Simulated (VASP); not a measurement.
# CdSe (Cadmoselite) (P6_3mc) in VASP: a series of runs

The runs below take CdSe (Cadmoselite) through relaxation of cell and atoms, relaxation of shape and atoms at fixed volume, with PBE.

All numbers are computed with VASP 6.6.1; they aren't measurements. Logs are shortened: lines on timing, memory, paths and dates and some standing lists are left out, and cuts for length are marked.

## Step 1: The cell of the first run

Symmetry: P6_3mc, No. 186, hexagonal system. The conventional cell has a = 4.300 Å, b = 4.300 Å, c = 7.020 Å, α = 90.00°, β = 90.00°, γ = 120.00°. Cd (site symmetry 3m) has 4 Se at 2.61 to 2.70 Å within 3.4 Å. Se (site symmetry 3m) has 4 Cd at 2.61 to 2.70 Å within 3.4 Å.

## Step 2: Relaxation of cell and atoms, PBE

INCAR

```
SYSTEM = CdSe
PREC     = Accurate       ! precision mode
ENCUT    = 600            ! plane-wave cutoff, eV
EDIFF    = 1E-6           ! SCF threshold, eV
ISMEAR   = 0              ! smearing method
SIGMA    = 0.05           ! smearing width, eV
LREAL    = .FALSE.        ! projectors in reciprocal space
LASPH    = .TRUE.         ! aspherical terms in the spheres
NELM     = 80             ! most SCF steps
ALGO     = Normal         ! electronic algorithm
ISIF     = 3              ! what is computed and relaxed
LWAVE    = .FALSE.        ! write WAVECAR
LCHARG   = .FALSE.        ! write CHGCAR
GGA      = PE             ! functional
IBRION   = 2              ! ionic algorithm
NSW      = 80             ! ionic steps
EDIFFG   = -0.01          ! ionic threshold
```

KPOINTS

```
Automatic mesh
0
G
  10 10 6
  0 0 0
```

POSCAR

```
CdSe
1.0
    4.3000000000      0.0000000000      0.0000000000
   -2.1500000000      3.7239092363      0.0000000000
    0.0000000000      0.0000000000      7.0200000000
Cd Se
2 2
Direct
    0.3333333333      0.6666666667      0.0000000000
    0.6666666667      0.3333333333      0.5000000000
    0.3333333333      0.6666666667      0.3850000000
    0.6666666667      0.3333333333      0.8850000000
```

Potentials or basis: VASP PAW PBE potentials, release 64 (Cd, Se).

The run is started by

```bash
$ cat potpaw_PBE.64/Cd/POTCAR potpaw_PBE.64/Se/POTCAR > POTCAR
$ mpirun -np 1 vasp_std > vasp.out
```

OUTCAR:

```text
SYSTEM = CdSe
   PREC = Accurate
   ENCUT = 600
   EDIFF = 1E-6
   ISMEAR = 0
   LREAL = .FALSE.
   LASPH = .TRUE.
   NELM = 80
   ISIF = 3
   GGA = PE
   IBRION = 2
   NSW = 80
   EDIFFG = -0.01

 ion  position               nearest neighbor table
   1  0.333  0.667  0.000-   4 2.61   4 2.61   4 2.61   3 2.70
   2  0.667  0.333  0.500-   3 2.61   3 2.61   3 2.61   4 2.70
   3  0.333  0.667  0.385-   2 2.61   2 2.61   2 2.61   1 2.70
   4  0.667  0.333  0.885-   1 2.61   1 2.61   1 2.61   2 2.70

  LATTYP: Found a hexagonal cell.
 ALAT       =     4.3000000000
 C/A-ratio  =     1.6325581395

  Lattice vectors:

 A1 = (   4.3000000000,   0.0000000000,   0.0000000000)
 A2 = (  -2.1500000000,   3.7239092363,   0.0000000000)
 A3 = (   0.0000000000,   0.0000000000,   7.0200000000)

Analysis of symmetry for initial positions (statically):
=====================================================================
 Subroutine PRICEL returns:
 Original cell was already a primitive cell.

 Routine SETGRP: Setting up the symmetry group for a
 hexagonal supercell.

 Subroutine GETGRP returns: Found 12 space group operations
 (whereof  6 operations were pure point group operations)
 out of a pool of 24 trial point group operations.

The static configuration has the point symmetry C_3v.
 The point group associated with its full space group is C_6v.

Analysis of symmetry for dynamics (positions and initial velocities):
=====================================================================
 Subroutine PRICEL returns:
 Original cell was already a primitive cell.

 Routine SETGRP: Setting up the symmetry group for a
 hexagonal supercell.

 Subroutine GETGRP returns: Found 12 space group operations
 (whereof  6 operations were pure point group operations)
 out of a pool of 24 trial point group operations.

The dynamic configuration has the point symmetry C_3v.
 The point group associated with its full space group is C_6v.

 Subroutine INISYM returns: Found 12 space group operations
 (whereof  6 operations are pure point group operations),
 and found     1 'primitive' translations

----------------------------------------------------------------------------------------

                                     Primitive cell

  volume of cell :     112.4099

  direct lattice vectors                    reciprocal lattice vectors
     4.300000000  0.000000000  0.000000000     0.232558140  0.134267504  0.000000000
    -2.150000000  3.723909236  0.000000000     0.000000000  0.268535009  0.000000000
     0.000000000  0.000000000  7.020000000     0.000000000  0.000000000  0.142450142

  length of vectors
     4.300000000  4.300000000  7.020000000     0.268535009  0.268535009  0.142450142

  position of ions in fractional coordinates (direct lattice)
     0.333333333  0.666666667  0.000000000
     0.666666667  0.333333333  0.500000000
     0.333333333  0.666666667  0.385000000
     0.666666667  0.333333333  0.885000000

  ion indices of the primitive-cell ions
   primitive index   ion index
                 1           1
                 2           2
                 3           3
                 4           4

----------------------------------------------------------------------------------------

 KPOINTS: Automatic mesh

Automatic generation of k-mesh.
 Grid dimensions read from file:
 generate k-points for:   10   10    6

 Generating k-lattice:

  Cartesian coordinates                     Fractional coordinates (reciprocal lattice)
     0.023255814  0.013426750  0.000000000     0.100000000  0.000000000  0.000000000
     0.000000000  0.026853501  0.000000000     0.000000000  0.100000000  0.000000000
     0.000000000  0.000000000  0.023741690     0.000000000  0.000000000  0.166666667

  Length of vectors
     0.026853501  0.026853501  0.023741690

  Shift w.r.t. Gamma in fractional coordinates (k-lattice)
     0.000000000  0.000000000  0.000000000

 Subroutine IBZKPT returns following result:
 ===========================================

 Found     56 irreducible k-points:

 Following reciprocal coordinates:
            Coordinates               Weight
  0.000000  0.000000  0.000000      1.000000
  0.100000  0.000000  0.000000      6.000000
  0.200000  0.000000  0.000000      6.000000
  0.300000  0.000000  0.000000      6.000000
  0.400000  0.000000  0.000000      6.000000
  0.500000  0.000000  0.000000      3.000000
[... 16 lines left out ...]
  0.300000  0.100000  0.166667     24.000000
  0.400000  0.100000  0.166667     24.000000
 [... further k-points ...]
   k-points           NKPTS =     56   k-points in BZ     NKDIM =     56   number of bands    NBANDS=     22
   number of dos      NEDOS =    301   number of ions     NIONS =      4
   total plane-waves  NPLWV =  72576
   dimension x,y,z NGX =    36 NGY =   36 NGZ =   56
   dimension x,y,z NGXF=    72 NGYF=   72 NGZF=  112
   ions per type =               2   2
   NGX,Y,Z   is equivalent  to a cutoff of  13.92, 13.92, 13.26 a.u.
   NGXF,Y,Z  is equivalent  to a cutoff of  27.84, 27.84, 26.52 a.u.
 SYSTEM =  CdSe
   PREC   = accura    normal or accurate (medium, high low for compatibility)
   ISTART =      0    job   : 0-new  1-cont  2-samecut
   ICHARG =      2    charge: 1-file 2-atom 10-const
   ISPIN  =      1    spin polarized calculation?
   LNONCOLLINEAR =      F non collinear calculations
   LSORBIT =      F    spin-orbit coupling
   LASPH  =      T    aspherical Exc in radial PAW
   ENCUT  =  600.0 eV  44.10 Ry    6.64 a.u.   8.59  8.59 14.02*2*pi/ulx,y,z
   NELM   =     80;   NELMIN=  2; NELMDL= -5     # of ELM steps
   EDIFF  = 0.1E-05   stopping-criterion for ELM
   LREAL  =      F    real-space projection
   EDIFFG = -.1E-01   stopping-criterion for IOM
   NSW    =     80    number of steps for IOM
   IBRION =      2    ionic relax: 0-MD 1-quasi-New 2-CG
   NFREE  =      1    steps in history (QN), initial steepest desc. (CG)
   ISIF   =      3    stress and relaxation
   ISYM   =      2    0-nonsym 1-usesym 2-fastsym
   POTIM  = 0.5000    time-step for ionic-motion
   TEBEG  =    0.0;   TEEND  =   0.0 temperature during run
   PSTRESS=    0.0 pullay stress
   NELECT =      36.0000    total number of electrons
   NUPDOWN=      -1.0000    fix difference up-down
   EMIN   =  10.00;   EMAX   =-10.00  energy-range for DOS
   EFERMI =   0.00;   METHOD = LEGACY
   ISMEAR =     0;   SIGMA  =   0.05  broadening in eV -4-tet -1-fermi 0-gaus
   EFERMI_NEDOS =   21; number of points for ismear=-14 and -15
   IALGO  =     38    algorithm
   IMIX   =      4    mixing-type and parameters
     AMIX     =   0.40;   BMIX     =  1.00
     AMIX_MAG =   1.60;   BMIX_MAG =  1.00
  volume/ion in A,a.u.               =      28.10       189.64
  Fermi-wavevector in a.u.,A,eV,Ry     =   1.120059  2.116604 17.068937  1.254531
  Thomas-Fermi vector in A             =   2.256702
   LORBIT       =      0    0 simple, 1 ext, 2 COOP (PROOUT), +10 PAW based schemes
   GGA     = PE    functional components
   LHFCALC =     F    Hartree Fock is set to
   AEXX    =    0.0000 exact exchange contribution
   IVDW    =     0    specifies the selected vdW correction
   LEPSILON=     F    determine dielectric tensor
   LRPA    =     F    only Hartree local field effects (RPA)
 conjugate gradient relaxation of ions
 non-spin polarized calculation
 Gauss-broadening in eV      SIGMA  =   0.05
  energy-cutoff  :      600.00
  volume of cell :      112.41
 maximum number of plane-waves:      3791
 NGX is ok and might be reduce to    36
   NGX = 17   NGY = 17   NGZ = 29

--------------------------------------- Ionic step        1  -------------------------------------------

 number of electron      35.9999991 magnetization

 Free energy of the ion-electron system (eV)
  ---------------------------------------------------
  ext. energy  EPLUGINS =         0.00000000
  ---------------------------------------------------
  free energy    TOTEN  =       -10.90574422 eV

  energy without entropy =      -10.90574422  energy(sigma->0) =      -10.90574422

------------------------ aborting loop because EDIFF is reached ----------------------------------------

  FORCE on cell =-STRESS in cart. coord.  units (eV):
  Direction    XX          YY          ZZ          XY          YZ          ZX
  --------------------------------------------------------------------------------------
  -------------------------------------------------------------------------------------
  Total        2.7970489      2.7970489      1.3260166      0.0000000      0.0000000      0.0000000
  in kB       39.8663048     39.8663048     18.8996986      0.0000000      0.0000000      0.0000000
  external PRESSURE =      32.8774361 kB  Pullay stress =       0.0000000 kB
[... 289 lines left out ...]
  energy  without entropy=      -10.9932351388  energy(sigma->0) =      -10.99323514

--------------------------------------- Ionic step        9  -------------------------------------------

 number of electron      36.0000011 magnetization

 Free energy of the ion-electron system (eV)
  ---------------------------------------------------
  ext. energy  EPLUGINS =         0.00000000
  ---------------------------------------------------
  free energy    TOTEN  =       -10.99351349 eV

  energy without entropy =      -10.99351349  energy(sigma->0) =      -10.99351349

 E-fermi :   0.7406     XC(G=0):  -8.6051

 val. band max:        0.4810152791   @ k =   0.0000   0.0000   0.0000
 cond. band min:       1.0124715100   @ k =   0.0000   0.0000   0.0000
 fundamental gap:      0.5314562309
 Fermi energy:         0.7406214864

 k-point     1 :       0.0000    0.0000    0.0000
  band No.  band energies     occupation
      1     -11.7959      2.00000
      2     -11.4711      2.00000
      3      -7.2622      2.00000
      4      -7.2583      2.00000
      5      -7.2583      2.00000
      6      -7.2017      2.00000
[... 574 lines left out ...]
      6      -7.0779      2.00000
[... 14 lines left out ...]
     21       5.4893      0.00000
     22       5.9436      0.00000

 [... further k-points ...]
[... 5 lines left out ...]
  --------------------------------------------------------------------------------------
  -------------------------------------------------------------------------------------
  Total        0.0207415      0.0207415     -0.0159829      0.0000000      0.0000000      0.0000000
  in kB        0.2778879      0.2778879     -0.2141336      0.0000000      0.0000000      0.0000000
  external PRESSURE =       0.1138807 kB  Pullay stress =       0.0000000 kB
[... 19 lines left out ...]
  FREE ENERGIE OF THE ION-ELECTRON SYSTEM (eV)
  ---------------------------------------------------
  free  energy   TOTEN  =       -10.9935134949 eV

  energy  without entropy=      -10.9935134949  energy(sigma->0) =      -10.99351349

 reached required accuracy - stopping structural energy minimisation
```

Run time: 18 min. Hardware: 1 thread of Oxide Virtual Turin-like, shared host; peak memory 0.34 GiB.

What came out:

```yaml
Free_energy: -10.9935 eV
Relaxed_volume: 29.90 Å³/atom
Relaxed_cell: a = 4.390 Å, b = 4.390 Å, c = 7.167 Å, α = 90.00°, β = 90.00°, γ = 120.00°
Space_group_after_relaxing_to_0.05_Å: P6_3mc (No. 186)
Energy_gained_by_relaxing: 21.9 meV/atom
Ionic_steps: 9
Pressure_after_relaxing: 0.0 GPa
Largest_force_after_relaxing: 0.007 eV/Å
Band_gap_on_the_k_mesh: 0.53 eV, direct
```

Forces in eV/Å, atoms in the order of the input:
```
Cd   0.000  0.000  0.007
Cd   0.000  0.000  0.007
Se   0.000  0.000 -0.007
Se   0.000  0.000 -0.007
```

Step by step:
```csv
step,energy change (eV),largest force (eV/Å),pressure (GPa),volume (Å³)
1,0.0000,0.2909,3.29,112.41
2,-0.0774,0.0485,-0.86,122.04
3,-0.0836,0.0921,-0.09,119.81
4,-0.0835,0.0952,-0.01,119.66
5,-0.0849,0.0649,0.04,119.49
6,-0.0858,0.0134,0.14,119.23
7,-0.0868,0.0095,0.02,119.52
8,-0.0875,0.0030,-0.14,119.97
9,-0.0878,0.0072,0.01,119.59
```

Final structure:
```cif
data_structure
_symmetry_space_group_name_H-M 'P 1'
_symmetry_Int_Tables_number 1
_cell_length_a 4.3896
_cell_length_b 4.3896
_cell_length_c 7.1665
_cell_angle_alpha 90.000
_cell_angle_beta 90.000
_cell_angle_gamma 120.000
_cell_volume 119.59
loop_
_atom_site_label
_atom_site_type_symbol
_atom_site_fract_x
_atom_site_fract_y
_atom_site_fract_z
_atom_site_occupancy
Cd1 Cd 0.33333 0.66667 0.00453 1
Cd2 Cd 0.66667 0.33333 0.50453 1
Se1 Se 0.33333 0.66667 0.38048 1
Se2 Se 0.66667 0.33333 0.88047 1
```

## Step 3: Relaxation of shape and atoms at fixed volume, PBE (volume scaled by 0.960)

INCAR

```
ALGO     = Normal         # electronic algorithm
EDIFF    = 1E-6           # SCF threshold, eV
EDIFFG   = -0.01          # ionic threshold
ENCUT    = 600            # plane-wave cutoff, eV
GGA      = PE             # functional
IBRION   = 2              # ionic algorithm
ISIF     = 4              # what is computed and relaxed
ISMEAR   = 0              # smearing method
LASPH    = True           # aspherical terms in the spheres
LCHARG   = False          # write CHGCAR
LREAL    = False          # projectors in reciprocal space
LWAVE    = False          # write WAVECAR
NELM     = 80             # most SCF steps
NSW      = 60             # ionic steps
PREC     = Accurate       # precision mode
SIGMA    = 0.05           # smearing width, eV
```

KPOINTS

```
k-points
0
Gamma
  10 10 6
```

POSCAR

```
CdSe
1.0
    4.3233545385      0.0000000000      0.0000000000
   -2.1616772693      3.7441348599      0.0000000000
    0.0000000000      0.0000000000      7.0590149965
Cd Se
2 2
Direct
    0.3333333333      0.6666666667      0.0046115015
    0.6666666667      0.3333333333      0.5046115015
    0.3333333333      0.6666666667      0.3803884985
    0.6666666667      0.3333333333      0.8803884985
```

Potentials or basis: VASP PAW PBE potentials, release 64 (Cd, Se).

The run is started by

```bash
$ cat potpaw_PBE.64/Cd/POTCAR potpaw_PBE.64/Se/POTCAR > POTCAR
$ mpirun -np 1 vasp_std > vasp.out
```

OUTCAR:

```text
EDIFF = 1E-6
   EDIFFG = -0.01
   ENCUT = 600
   GGA = PE
   IBRION = 2
   ISIF = 4
   ISMEAR = 0
   LASPH = True
   LREAL = False
   NELM = 80
   NSW = 60
   PREC = Accurate

 ion  position               nearest neighbor table
   1  0.333  0.667  0.005-   4 2.65   4 2.65   4 2.65   3 2.65
   2  0.667  0.333  0.505-   3 2.65   3 2.65   3 2.65   4 2.65
   3  0.333  0.667  0.380-   2 2.65   2 2.65   2 2.65   1 2.65
   4  0.667  0.333  0.880-   1 2.65   1 2.65   1 2.65   2 2.65

  LATTYP: Found a hexagonal cell.
 ALAT       =     4.3233545385
[... 804 lines left out ...]
  -------------------------------------------------------------------------------------
  Total        1.6142390      1.6142390      1.5970331     -0.0000000      0.0000000     -0.0000000
  in kB       22.6340347     22.6340347     22.3927827     -0.0000000      0.0000000     -0.0000000
  external PRESSURE =      22.5536173 kB  Pullay stress =       0.0000000 kB

 VOLUME and BASIS-vectors are now :
 -----------------------------------------------------------------------------
  energy-cutoff  :      600.00
  volume of cell :      114.27
      direct lattice vectors                 reciprocal lattice vectors
     4.323354539  0.000000000  0.000000000     0.231301872  0.133542198  0.000000000
    -2.161677269  3.744134860  0.000000000     0.000000000  0.267084397  0.000000000
     0.000000000  0.000000000  7.059014997     0.000000000  0.000000000  0.141662824

 POSITION                                       TOTAL-FORCE (eV/Angst)
 -----------------------------------------------------------------------------------
     -0.00000      2.49609      0.03255        -0.000000      0.000000      0.007785
      2.16168      1.24804      3.56206        -0.000000      0.000000      0.007785
     -0.00000      2.49609      2.68517         0.000000      0.000000     -0.007785
      2.16168      1.24804      6.21468        -0.000000     -0.000000     -0.007785
 -----------------------------------------------------------------------------------
    total drift:                               -0.000000      0.000000     -0.000748

  FREE ENERGIE OF THE ION-ELECTRON SYSTEM (eV)
  ---------------------------------------------------
  free  energy   TOTEN  =       -10.9580701653 eV

  energy  without entropy=      -10.9580701653  energy(sigma->0) =      -10.95807017

 reached required accuracy - stopping structural energy minimisation
```

OSZICAR:

```text
N       E                     dE             d eps       ncg     rms          rms(c)
DAV:   1     0.260541615841E+03    0.26054E+03   -0.18628E+04  2464   0.164E+03
DAV:   2     0.305159260334E+01   -0.25749E+03   -0.25118E+03  2722   0.365E+02
DAV:   3    -0.115718309712E+02   -0.14623E+02   -0.14498E+02  2986   0.857E+01
DAV:   4    -0.117111872965E+02   -0.13936E+00   -0.13931E+00  2680   0.826E+00
DAV:   5    -0.117123446688E+02   -0.11574E-02   -0.11573E-02  2974   0.698E-01    0.851E+00
DAV:   6    -0.109914314605E+02    0.72091E+00   -0.16446E+00  2966   0.128E+01    0.670E+00
DAV:   7    -0.109597846168E+02    0.31647E-01   -0.59666E-01  2770   0.431E+00    0.262E+00
DAV:   8    -0.109580592520E+02    0.17254E-02   -0.68236E-02  2590   0.293E+00    0.375E-01
DAV:   9    -0.109578728905E+02    0.18636E-03   -0.10370E-02  2842   0.132E+00    0.132E-01
DAV:  10    -0.109579740299E+02   -0.10114E-03   -0.10880E-03  2662   0.411E-01    0.772E-02
DAV:  11    -0.109580908659E+02   -0.11684E-03   -0.29675E-04  2662   0.122E-01    0.222E-02
DAV:  12    -0.109580675524E+02    0.23314E-04   -0.14933E-04  3046   0.132E-01    0.943E-03
DAV:  13    -0.109580705007E+02   -0.29483E-05   -0.18339E-05  2572   0.334E-02    0.752E-03
DAV:  14    -0.109580701653E+02    0.33533E-06   -0.20951E-06  2514   0.958E-03
   1 F= -.10958070E+02 E0= -.10958070E+02  d E =-.109581E+02
```

CONTCAR:

```text
CdSe
   1.00000000000000
     4.3233545385000003    0.0000000000000000    0.0000000000000000
    -2.1616772693000001    3.7441348598999999    0.0000000000000000
     0.0000000000000000    0.0000000000000000    7.0590149965000002
  Cd              Se
     2     2
Direct
     0.3333333332999970    0.6666666667000030    0.0046115015000012
     0.6666666667000030    0.3333333332999970    0.5046115015000012
     0.3333333332999970    0.6666666667000030    0.3803884984999968
     0.6666666667000030    0.3333333332999970    0.8803884984999968

  0.00000000E+00  0.00000000E+00  0.00000000E+00
  0.00000000E+00  0.00000000E+00  0.00000000E+00
  0.00000000E+00  0.00000000E+00  0.00000000E+00
  0.00000000E+00  0.00000000E+00  0.00000000E+00
```

Wall time 2.8 min (1 thread of Oxide Virtual Turin-like, shared host); peak memory 0.32 GiB.

Results:

| Quantity | Value |
| --- | --- |
| Free energy | -10.9581 eV |
| Pressure after relaxing | 2.3 GPa |
| Largest force after relaxing | 0.008 eV/Å |
| Band gap on the k mesh | 0.63 eV, direct |

Forces on the atoms (eV/Å):
```
Cd   0.000  0.000  0.008
Cd   0.000  0.000  0.008
Se   0.000  0.000 -0.008
Se   0.000  0.000 -0.008
```

Final structure:
```yaml
crystal:
  lattice:
    - [4.32335, 0.00000, 0.00000]
    - [-2.16168, 3.74413, 0.00000]
    - [0.00000, 0.00000, 7.05901]
  atoms:
    - { symbol: Cd, position: [0.33333, 0.66667, 0.00461] }
    - { symbol: Cd, position: [0.66667, 0.33333, 0.50461] }
    - { symbol: Se, position: [0.33333, 0.66667, 0.38039] }
    - { symbol: Se, position: [0.66667, 0.33333, 0.88039] }
```

Caveat: the cell differs from its parent crystal (volume scaled by 0.960); the relaxation stopped at its first step, so nothing moved.
